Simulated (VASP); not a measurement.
A run of VASP 6.6.1:

File INCAR:

```
SYSTEM = CaZr2N2
  PREC = Accurate
  ENCUT = 520
  EDIFF = 1E-6
  ISMEAR = 0
  SIGMA = 0.1
  LREAL = .FALSE.
  LASPH = .TRUE.
  NELM = 150
  ALGO = Normal
  ISIF = 2
  LWAVE = .FALSE.
  LCHARG = .TRUE.
  ISPIN = 2
  MAGMOM = 0 1 1 0 0
  LORBIT = 11
  LMAXMIX = 4
  GGA = PE
  LELF = .TRUE.
  LVHAR = .TRUE.
  NBANDS = 34
```

Contents of KPOINTS:

```
regular mesh
0
G
  4 4 4
  0 0 0
```

File POSCAR:

```
CaZr2N2
1.0
    3.7792190774      0.0000000000      0.0000000000
    0.0000000000      3.7792190774      0.0000000000
    0.0000000000      0.0000000000      5.9745838785
Ca Zr N
1 2 2
Direct
    0.0000000000      0.0000000000      0.0000000000
    0.5000000000      0.0000000000      0.5000000000
    0.0000000000      0.5000000000      0.5000000000
    0.5000000000      0.5000000000      0.2668005723
    0.5000000000      0.5000000000      0.7331994277
```

Potentials or basis: VASP PAW PBE potentials, release 64 (Ca_sv, Zr_sv, N).

The run is started by

```bash
$ cat potpaw_PBE.64/Ca_sv/POTCAR potpaw_PBE.64/Zr_sv/POTCAR potpaw_PBE.64/N/POTCAR > POTCAR
$ mpirun -np 1 vasp_std > vasp.out
```

Hardware: 1 thread of Oxide Virtual Turin-like Processor, with other jobs on the host.

Question: How long does it take, and how much memory?

Answer: It took 2.6 min on 1 thread of Oxide Virtual Turin-like Processor (shared host), peak memory 0.23 GiB. Counts: scf iterations 16, k points 18.
